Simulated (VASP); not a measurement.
# Sb (Fd-3m) in VASP: further runs

The runs below take Sb through single point, with r2SCAN.

All numbers are computed with VASP 6.6.1; they aren't measurements. Logs are shortened: lines on timing, memory, paths and dates and some standing lists are left out, and cuts for length are marked.

## (1) The cell of the first run

The structure is cubic, space group Fd-3m (No. 227). The conventional cell has a = 6.658 Å, b = 6.658 Å, c = 6.658 Å, α = 90.00°, β = 90.00°, γ = 90.00°. Within 3.8 Å of Sb (site symmetry -43m) lie 4 Sb at 2.88 Å.

This isn't the form of Sb at room conditions, which is rhombohedral.

## (2) Single point, r2SCAN (36.90 Å³/atom)

POSCAR

```
Sb
1.0
    0.0000000000      3.3292031295      3.3292031295
    3.3292031295      0.0000000000      3.3292031295
    3.3292031295      3.3292031295      0.0000000000
Sb
2
Direct
    0.1250000000      0.1250000000      0.1250000000
    0.8750000000      0.8750000000      0.8750000000
```

INCAR.step1

```
SYSTEM = Sb
PREC     = Accurate       ! precision mode
ENCUT    = 550            ! plane-wave cutoff, eV
ISMEAR   = -1             ! smearing method
SIGMA    = 0.1            ! smearing width, eV
LREAL    = .FALSE.        ! projectors in reciprocal space
LASPH    = .TRUE.         ! aspherical terms in the spheres
NELM     = 120            ! most SCF steps
NBANDS   = 12             ! bands
GGA      = PE             ! functional
ALGO     = Normal         ! electronic algorithm
EDIFF    = 1E-5           ! SCF threshold, eV
LWAVE    = .TRUE.         ! write WAVECAR
LCHARG   = .FALSE.        ! write CHGCAR
GGA_COMPAT= .FALSE.
```

INCAR.step2

```
SYSTEM = Sb
PREC     = Accurate       ! precision mode
ENCUT    = 550            ! plane-wave cutoff, eV
EDIFF    = 1E-6           ! SCF threshold, eV
ISMEAR   = -1             ! smearing method
SIGMA    = 0.1            ! smearing width, eV
LREAL    = .FALSE.        ! projectors in reciprocal space
LASPH    = .TRUE.         ! aspherical terms in the spheres
NELM     = 120            ! most SCF steps
ALGO     = Normal         ! electronic algorithm
ISIF     = 2              ! what is computed and relaxed
LWAVE    = .FALSE.        ! write WAVECAR
LCHARG   = .FALSE.        ! write CHGCAR
METAGGA  = R2SCAN         ! meta-GGA
LMIXTAU  = .TRUE.       
NBANDS   = 12             ! bands
ISTART   = 1            
GGA_COMPAT= .FALSE.
```

KPOINTS

```
regular mesh
0
G
  9 9 9
  0 0 0
```

Potentials or basis: VASP PAW PBE potentials, release 64 (Sb).

The run is started by

```sh
cat potpaw_PBE.64/Sb/POTCAR > POTCAR
cp INCAR.step1 INCAR
mpirun -np 1 vasp_std > vasp.out
cp INCAR.step2 INCAR
mpirun -np 1 vasp_std > vasp.out
```

OUTCAR:

```text
SYSTEM = Sb
   PREC = Accurate
   ENCUT = 550
   EDIFF = 1E-6
   ISMEAR = -1
   LREAL = .FALSE.
   LASPH = .TRUE.
   NELM = 120
   ISIF = 2
   METAGGA = R2SCAN
   ISTART = 1

 ion  position               nearest neighbor table
   1  0.125  0.125  0.125-   2 2.88   2 2.88   2 2.88   2 2.88
   2  0.875  0.875  0.875-   1 2.88   1 2.88   1 2.88   1 2.88

  LATTYP: Found a face centered cubic cell.
 ALAT       =     6.6584062590

  Lattice vectors:

 A1 = (   0.0000000000,   3.3292031295,   3.3292031295)
 A2 = (   3.3292031295,   0.0000000000,   3.3292031295)
 A3 = (   3.3292031295,   3.3292031295,   0.0000000000)

Analysis of symmetry for initial positions (statically):
=====================================================================
 Subroutine PRICEL returns:
 Original cell was already a primitive cell.

 Routine SETGRP: Setting up the symmetry group for a
 face centered cubic supercell.

 Subroutine GETGRP returns: Found 48 space group operations
 (whereof 12 operations were pure point group operations)
 out of a pool of 48 trial point group operations.

The static configuration has the point symmetry D_3d.
 The point group associated with its full space group is O_h .

Analysis of symmetry for dynamics (positions and initial velocities):
=====================================================================
 Subroutine PRICEL returns:
 Original cell was already a primitive cell.

 Routine SETGRP: Setting up the symmetry group for a
 face centered cubic supercell.

 Subroutine GETGRP returns: Found 48 space group operations
 (whereof 12 operations were pure point group operations)
 out of a pool of 48 trial point group operations.

The dynamic configuration has the point symmetry D_3d.
 The point group associated with its full space group is O_h .

 Subroutine INISYM returns: Found 48 space group operations
 (whereof 12 operations are pure point group operations),
 and found     1 'primitive' translations

----------------------------------------------------------------------------------------

                                     Primitive cell

  volume of cell :      73.7991

  direct lattice vectors                    reciprocal lattice vectors
     0.000000000  3.329203130  3.329203130    -0.150186090  0.150186090  0.150186090
     3.329203130  0.000000000  3.329203130     0.150186090 -0.150186090  0.150186090
     3.329203130  3.329203130  0.000000000     0.150186090  0.150186090 -0.150186090

  length of vectors
     4.708204218  4.708204218  4.708204218     0.260129938  0.260129938  0.260129938

  position of ions in fractional coordinates (direct lattice)
     0.125000000  0.125000000  0.125000000
     0.875000000  0.875000000  0.875000000

  ion indices of the primitive-cell ions
   primitive index   ion index
                 1           1
                 2           2

----------------------------------------------------------------------------------------

 KPOINTS: regular mesh

Automatic generation of k-mesh.
 Grid dimensions read from file:
 generate k-points for:    9    9    9

 Generating k-lattice:

  Cartesian coordinates                     Fractional coordinates (reciprocal lattice)
    -0.016687343  0.016687343  0.016687343     0.111111111  0.000000000  0.000000000
     0.016687343 -0.016687343  0.016687343     0.000000000  0.111111111  0.000000000
     0.016687343  0.016687343 -0.016687343     0.000000000  0.000000000  0.111111111

  Length of vectors
     0.028903326  0.028903326  0.028903326

  Shift w.r.t. Gamma in fractional coordinates (k-lattice)
     0.000000000  0.000000000  0.000000000

 Subroutine IBZKPT returns following result:
 ===========================================

 Found     35 irreducible k-points:

 Following reciprocal coordinates:
            Coordinates               Weight
  0.000000  0.000000  0.000000      1.000000
  0.111111  0.000000  0.000000      8.000000
  0.222222  0.000000  0.000000      8.000000
  0.333333  0.000000  0.000000      8.000000
  0.444444  0.000000  0.000000      8.000000
  0.111111  0.111111  0.000000      6.000000
[... 16 lines left out ...]
 -0.333333  0.333333  0.000000     12.000000
  0.444444  0.444444  0.000000      6.000000
 [... further k-points ...]
   k-points           NKPTS =     35   k-points in BZ     NKDIM =     35   number of bands    NBANDS=     12
   number of dos      NEDOS =    301   number of ions     NIONS =      2
   total plane-waves  NPLWV =  46656
   dimension x,y,z NGX =    36 NGY =   36 NGZ =   36
   dimension x,y,z NGXF=    72 NGYF=   72 NGZF=   72
   ions per type =               2
   NGX,Y,Z   is equivalent  to a cutoff of  12.71, 12.71, 12.71 a.u.
   NGXF,Y,Z  is equivalent  to a cutoff of  25.42, 25.42, 25.42 a.u.
 SYSTEM =  Sb
   PREC   = accura    normal or accurate (medium, high low for compatibility)
   ISTART =      1    job   : 0-new  1-cont  2-samecut
   ICHARG =      0    charge: 1-file 2-atom 10-const
   ISPIN  =      1    spin polarized calculation?
   LNONCOLLINEAR =      F non collinear calculations
   LSORBIT =      F    spin-orbit coupling
   LASPH  =      T    aspherical Exc in radial PAW
   ENCUT  =  550.0 eV  40.42 Ry    6.36 a.u.   9.00  9.00  9.00*2*pi/ulx,y,z
   NELM   =    120;   NELMIN=  2; NELMDL=  0     # of ELM steps
   EDIFF  = 0.1E-05   stopping-criterion for ELM
   LREAL  =      F    real-space projection
   EDIFFG = 0.1E-04   stopping-criterion for IOM
   NSW    =      0    number of steps for IOM
   IBRION =     -1    ionic relax: 0-MD 1-quasi-New 2-CG
   NFREE  =      0    steps in history (QN), initial steepest desc. (CG)
   ISIF   =      2    stress and relaxation
   ISYM   =      2    0-nonsym 1-usesym 2-fastsym
   POTIM  = 0.5000    time-step for ionic-motion
   TEBEG  =    0.0;   TEEND  =   0.0 temperature during run
   PSTRESS=    0.0 pullay stress
   NELECT =      10.0000    total number of electrons
   NUPDOWN=      -1.0000    fix difference up-down
   EMIN   =  10.00;   EMAX   =-10.00  energy-range for DOS
   EFERMI =   0.00;   METHOD = LEGACY
   ISMEAR =    -1;   SIGMA  =   0.10  broadening in eV -4-tet -1-fermi 0-gaus
   EFERMI_NEDOS =   21; number of points for ismear=-14 and -15
   IALGO  =     38    algorithm
   IMIX   =      4    mixing-type and parameters
     AMIX     =   0.40;   BMIX     =  1.00
     AMIX_MAG =   1.60;   BMIX_MAG =  1.00
  volume/ion in A,a.u.               =      36.90       249.01
  Fermi-wavevector in a.u.,A,eV,Ry     =   0.840862  1.588998  9.619976  0.707048
  Thomas-Fermi vector in A             =   1.955312
   LORBIT       =      0    0 simple, 1 ext, 2 COOP (PROOUT), +10 PAW based schemes
   METAGGA = R2SCAN    functional components
   LHFCALC =     F    Hartree Fock is set to
   AEXX    =    0.0000 exact exchange contribution
   IVDW    =     0    specifies the selected vdW correction
   LEPSILON=     F    determine dielectric tensor
   LRPA    =     F    only Hartree local field effects (RPA)
 non-spin polarized calculation
  energy-cutoff  :      550.00
  volume of cell :       73.80
 maximum number of plane-waves:      2181
   NGX = 17   NGY = 17   NGZ = 17

 number of electron      10.0000000 magnetization

 Free energy of the ion-electron system (eV)
  ---------------------------------------------------
  ext. energy  EPLUGINS =         0.00000000
  ---------------------------------------------------
  free energy    TOTEN  =       -50.49149528 eV

  energy without entropy =      -50.43290874  energy(sigma->0) =      -50.46220201

 E-fermi :   5.2234     XC(G=0):  -8.8985

 val. band max:        5.2118021134   @ k =  -0.4444   0.4444   0.1111
 cond. band min:       5.2256318586   @ k =   0.4444   0.3333   0.0000
 fundamental gap:      0.0138297452
 Fermi energy:         5.2234030747

 k-point     1 :       0.0000    0.0000    0.0000
  band No.  band energies     occupation
      1      -7.7457      2.00000
      2       0.5447      2.00000
      3       3.0073      2.00000
      4       3.0073      2.00000
      5       3.0073      2.00000
      6       5.6010      0.04478
      7       5.6010      0.04478
      8       5.6010      0.04478
      9       9.5222      0.00000
     10      11.9128      0.00000
     11      11.9128      0.00000
     12      13.1872      0.00000

 k-point     2 :       0.1111    0.0000    0.0000
  band No.  band energies     occupation
      1      -7.6404      2.00000
      2      -0.1348      2.00000
      3       2.8399      2.00000
      4       2.8399      2.00000
      5       3.2129      2.00000
      6       5.8395      0.00421
      7       5.8395      0.00421
      8       5.9477      0.00143
      9       9.9936      0.00000
     10      11.4691      0.00000
     11      11.4691      0.00000
     12      12.8028      0.00000

 k-point     3 :       0.2222    0.0000    0.0000
  band No.  band energies     occupation
      1      -7.3365      2.00000
      2      -1.3915      2.00000
      3       2.5077      2.00000
      4       2.5077      2.00000
      5       3.2086      2.00000
      6       6.3132      0.00004
      7       6.3132      0.00004
      8       7.0453      0.00000
      9      10.7990      0.00000
     10      11.1714      0.00000
     11      11.1714      0.00000
     12      12.6721      0.00000

 k-point     4 :       0.3333    0.0000    0.0000
  band No.  band energies     occupation
      1      -6.8871      2.00000
      2      -2.5991      2.00000
      3       2.2177      2.00000
      4       2.2177      2.00000
      5       3.0226      2.00000
      6       6.6681      0.00000
      7       6.6681      0.00000
      8       8.5573      0.00000
      9      10.8496      0.00000
     10      11.5171      0.00000
     11      11.5171      0.00000
     12      13.5187      0.00000

 k-point     5 :       0.4444    0.0000    0.0000
  band No.  band energies     occupation
      1      -6.4692      2.00000
      2      -3.4208      2.00000
      3       2.0583      2.00000
      4       2.0583      2.00000
      5       2.8914      2.00000
      6       6.8038      0.00000
      7       6.8038      0.00000
      8       9.8363      0.00000
      9      11.1202      0.00000
     10      12.4548      0.00000
     11      12.4548      0.00000
     12      12.7294      0.00000
[... 228 lines left out ...]
      1      -6.0285      2.00000
      2      -3.8352      2.00000
      3       0.9298      2.00000
      4       1.1856      2.00000
      5       4.6622      1.99272
      6       5.2256      0.98886
      7       8.9980      0.00000
      8       9.2921      0.00000
      9      11.3751      0.00000
     10      12.8415      0.00000
     11      13.6603      0.00000
     12      14.4820      0.00000

 k-point    22 :      -0.4444    0.3333    0.0000
  band No.  band energies     occupation
      1      -5.5817      2.00000
      2      -4.3979      2.00000
      3       0.4719      2.00000
      4       1.2455      2.00000
      5       4.6879      1.99059
      6       6.2977      0.00004
      7       8.7623      0.00000
      8       9.0812      0.00000
      9      10.9156      0.00000
     10      12.5789      0.00000
     11      13.3734      0.00000
     12      15.2143      0.00000

 k-point    23 :      -0.3333    0.3333    0.0000
  band No.  band energies     occupation
      1      -5.7355      2.00000
      2      -4.2140      2.00000
      3       0.2866      2.00000
      4       1.4812      2.00000
      5       4.7071      1.98862
      6       7.5071      0.00000
      7       8.3475      0.00000
      8       8.4132      0.00000
      9       9.9981      0.00000
     10      11.5652      0.00000
     11      14.1634      0.00000
     12      15.1990      0.00000

 k-point    24 :       0.4444    0.4444    0.0000
  band No.  band energies     occupation
      1      -5.5691      2.00000
      2      -4.4272      2.00000
      3       1.0192      2.00000
      4       1.0192      2.00000
      5       4.4965      1.99861
      6       4.7423      1.98385
      7      10.0767      0.00000
      8      10.0767      0.00000
      9      11.5532      0.00000
     10      13.0260      0.00000
     11      14.1860      0.00000
     12      14.3204      0.00000

 [... further k-points ...]
[... 5 lines left out ...]
  --------------------------------------------------------------------------------------
  -------------------------------------------------------------------------------------
  Total        2.5737155      2.5737155      2.5737155      0.0000000      0.0000000     -0.0000000
  in kB       55.8753492     55.8753492     55.8753492      0.0000000      0.0000000     -0.0000000
  external PRESSURE =      55.8753492 kB  Pullay stress =       0.0000000 kB

 VOLUME and BASIS-vectors are now :
 -----------------------------------------------------------------------------
  energy-cutoff  :      550.00
  volume of cell :       73.80
      direct lattice vectors                 reciprocal lattice vectors
     0.000000000  3.329203130  3.329203130    -0.150186090  0.150186090  0.150186090
     3.329203130  0.000000000  3.329203130     0.150186090 -0.150186090  0.150186090
     3.329203130  3.329203130  0.000000000     0.150186090  0.150186090 -0.150186090

 POSITION                                       TOTAL-FORCE (eV/Angst)
 -----------------------------------------------------------------------------------
      0.83230      0.83230      0.83230         0.000000     -0.000000      0.000000
      5.82611      5.82611      5.82611        -0.000000      0.000000     -0.000000
 -----------------------------------------------------------------------------------
    total drift:                               -0.000000      0.000000      0.000000

  FREE ENERGIE OF THE ION-ELECTRON SYSTEM (eV)
  ---------------------------------------------------
  free  energy   TOTEN  =       -50.4914952774 eV

  energy  without entropy=      -50.4329087358  energy(sigma->0) =      -50.46220201
```

Wall time 48 s (1 thread of AMD EPYC 9R45 (Zen 5), shared host); peak memory 0.19 GiB.

Results:

* Free energy: -50.4915 eV
* Pressure: 5.6 GPa
* Band gap on the k mesh: zero (bands 5 and 6 overlap by 1.20 eV)

Caveat: the cell stands under pressure; the PAW data sets were made with another functional, which shifts forces and pressure a little; spin-orbit coupling is left out, which moves the levels of the heavy elements.

## (3) Single point, r2SCAN (38.58 Å³/atom)

This run uses another cell than the first one, of 38.58 Å³/atom.

POSCAR

```
Sb
1.0
    0.0000000000      3.3789000553      3.3789000553
    3.3789000553      0.0000000000      3.3789000553
    3.3789000553      3.3789000553      0.0000000000
Sb
2
Direct
    0.1250000000      0.1250000000      0.1250000000
    0.8750000000      0.8750000000      0.8750000000
```

INCAR.step1

```
PREC     = Accurate       # precision mode
ENCUT    = 550            # plane-wave cutoff, eV
ISMEAR   = -1             # smearing method
SIGMA    = 0.1            # smearing width, eV
LREAL    = F              # projectors in reciprocal space
LASPH    = T              # aspherical terms in the spheres
NELM     = 120            # most SCF steps
NBANDS   = 12             # bands
GGA      = PE             # functional
ALGO     = Normal         # electronic algorithm
EDIFF    = 1E-5           # SCF threshold, eV
LWAVE    = T              # write WAVECAR
LCHARG   = F              # write CHGCAR
GGA_COMPAT= F
```

INCAR.step2

```
PREC     = Accurate       # precision mode
ENCUT    = 550            # plane-wave cutoff, eV
EDIFF    = 1E-6           # SCF threshold, eV
ISMEAR   = -1             # smearing method
SIGMA    = 0.1            # smearing width, eV
LREAL    = F              # projectors in reciprocal space
LASPH    = T              # aspherical terms in the spheres
NELM     = 120            # most SCF steps
ALGO     = Normal         # electronic algorithm
ISIF     = 2              # what is computed and relaxed
LWAVE    = F              # write WAVECAR
LCHARG   = T              # write CHGCAR
METAGGA  = R2SCAN         # meta-GGA
LMIXTAU  = T            
LELF     = T              # ELF
LVHAR    = T            
NBANDS   = 12             # bands
ISTART   = 1            
GGA_COMPAT= F
```

KPOINTS

```
Automatic mesh
0
Gamma
  9 9 9
```

Potentials or basis: VASP PAW PBE potentials, release 64 (Sb).

The run is started by

```sh
cat potpaw_PBE.64/Sb/POTCAR > POTCAR
cp INCAR.step1 INCAR
mpirun -np 1 vasp_std > vasp.out
cp INCAR.step2 INCAR
mpirun -np 1 vasp_std > vasp.out
```

Run time: 77 s. Hardware: 1 thread of AMD EPYC 9R45 (Zen 5), shared host; peak memory 0.23 GiB.

It converged, with:

- Free energy: -50.5841 eV
- Pressure: 3.3 GPa
- Band gap on the k mesh: zero (bands 5 and 6 overlap by 1.07 eV)

Levels at points of the mesh, in eV from the Fermi level:
```csv
k point,band 2,band 3,band 4,band 5,band 6,band 7,band 8,band 9
"(0.00, 0.00, 0.00)",-4.92,-2.13,-2.13,-2.13,0.42,0.42,0.42,4.29
```

Caveat: the cell stands under pressure; the PAW data sets were made with another functional, which shifts forces and pressure a little; spin-orbit coupling is left out, which moves the levels of the heavy elements.

## (4) Single point, r2SCAN (40.25 Å³/atom)

This run uses another cell than the first one, of 40.25 Å³/atom.

POSCAR

```
Sb
1.0
    0.0000000000      3.4271765785      3.4271765785
    3.4271765785      0.0000000000      3.4271765785
    3.4271765785      3.4271765785      0.0000000000
Sb
2
Direct
    0.1250000000      0.1250000000      0.1250000000
    0.8750000000      0.8750000000      0.8750000000
```

INCAR.step1

```
SYSTEM = Sb
PREC = Accurate
ENCUT = 550
ISMEAR = -1
SIGMA = 0.1
LREAL = .False.
LASPH = .True.
NELM = 120
NBANDS = 12
GGA = PE
ALGO = Normal
EDIFF = 1E-5
LWAVE = .True.
LCHARG = .False.
GGA_COMPAT = .False.
```

INCAR.step2

```
SYSTEM = Sb
PREC = Accurate
ENCUT = 550
EDIFF = 1E-6
ISMEAR = -1
SIGMA = 0.1
LREAL = .False.
LASPH = .True.
NELM = 120
ALGO = Normal
ISIF = 2
LWAVE = .False.
LCHARG = .False.
METAGGA = R2SCAN
LMIXTAU = .True.
NBANDS = 12
ISTART = 1
GGA_COMPAT = .False.
```

KPOINTS

```
Automatic mesh
0
Gamma
  9 9 9
  0 0 0
```

The run is started by

```sh
cat potpaw_PBE.64/Sb/POTCAR > POTCAR
cp INCAR.step1 INCAR
mpirun -np 1 vasp_std > vasp.out
cp INCAR.step2 INCAR
mpirun -np 1 vasp_std > vasp.out
```

Run time: 77 s. Hardware: 1 thread of AMD EPYC 9R45 (Zen 5), shared host; peak memory 0.22 GiB.

The run converged. Its results:

```yaml
Free_energy: -50.6342 eV
Pressure: 1.5 GPa
Band_gap_on_the_k_mesh: zero (bands 5 and 6 overlap by 0.96 eV)
```

Levels at points of the mesh, in eV from the Fermi level:
| k point | band 1 | band 2 | band 3 | band 4 | band 5 | band 6 | band 7 | band 8 | band 9 | band 10 |
| --- | --- | --- | --- | --- | --- | --- | --- | --- | --- | --- |
| (0.00, 0.00, 0.00) | -12.37 | -5.14 | -2.04 | -2.04 | -2.04 | 0.46 | 0.46 | 0.46 | 4.28 | 6.68 |

Caveat: the PAW data sets were made with another functional, which shifts forces and pressure a little; spin-orbit coupling is left out, which moves the levels of the heavy elements.

(Part 1 of 2 ends here.)
